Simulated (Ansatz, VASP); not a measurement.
## Ca3Zr2N: VASP beside Ansatz

The input INCAR:

```
SYSTEM = Ca3Zr2N
PREC = Accurate ; ENCUT = 600
EDIFF = 1E-6 ; ISMEAR = 0
SIGMA = 0.1 ; LREAL = .False.
LASPH = .True. ; NELM = 100
ALGO = Normal ; ISIF = 3
LWAVE = .False. ; LCHARG = .False.
GGA = PE ; IBRION = 2
NSW = 90 ; EDIFFG = -0.04
```

File KPOINTS:

```
regular mesh
0
Gamma
  6 6 2
  0 0 0
```

POSCAR

```
Ca3Zr2N
1.0
    3.6763102500      0.0000000000      0.0000000000
   -1.8381551300      3.1837780700      0.0000000000
    0.0000000000      0.0000000000      9.0089887300
Ca Zr N
3 2 1
Direct
    0.0000000000      0.0000000000      0.5000000000
    0.3333333300      0.6666666700      0.1780929900
    0.6666666700      0.3333333300      0.8219070100
    0.3333333300      0.6666666700      0.6610567600
    0.6666666700      0.3333333300      0.3389432400
    0.0000000000      0.0000000000      0.0000000000
```

Input for Ansatz:

```yaml
crystal:
  lattice:
    - [3.67631025, 0.0, 0.0]
    - [-1.83815513, 3.18377807, 0.0]
    - [0.0, 0.0, 9.00898873]
  atoms:
    - { symbol: Ca, position: [0.0, 0.0, 0.5] }
    - { symbol: Ca, position: [0.33333333, 0.66666667, 0.17809299] }
    - { symbol: Ca, position: [0.66666667, 0.33333333, 0.82190701] }
    - { symbol: Zr, position: [0.33333333, 0.66666667, 0.66105676] }
    - { symbol: Zr, position: [0.66666667, 0.33333333, 0.33894324] }
    - { symbol: "N", position: [0.0, 0.0, 0.0] }
basis:
  ecutwfc: 420
kpoints:
  mp_grid: { grid: [6, 6, 2] }
hamiltonian:
  xc: pbe
scf:
  occupations: { method: gaussian, width: 0.1 }
  lower_state_search: "off"
output:
  forces: true
  stress: true
  eigenvalues: true
relax:
  adjacent_minimum: "off"
  f_tol: 0.04
  max_steps: 70
  cell: { stress_tol: 0.4 }
```

Change from the starting cell: species swapped into the Na3BrCl2 type (P-3m1, No. 164).

Alike in both runs: task relaxation of cell and atoms; functional PBE; k mesh 6 × 6 × 2; occupations gaussian, width 0.1 eV; no spin polarisation.

|  | VASP | Ansatz |
| --- | --- | --- |
| version | VASP 6.6.1 | Ansatz 0.2.0 |
| potentials or method | VASP PAW PBE potentials, release 64 (Ca_sv, Zr_sv, N), cutoff 600 eV | scalar-relativistic, plane waves, PAW |
| valence electrons in the cell | 59 | 59 |

```csv
,VASP,Ansatz,Ansatz less VASP
"gap on the k mesh at the Fermi level, each at its own relaxed structure (eV)",none,none,-
relaxed volume (Å³/atom),24.16,25.01,+0.847
relaxed cell length with the largest relative difference (Å),14.519,15.184,+0.6657
```

A gap of «none» marks a metal or a gap that the smearing closes.

Noted on VASP's run: the volume moved by over 15 % at a fixed basis, so the end points are rough.
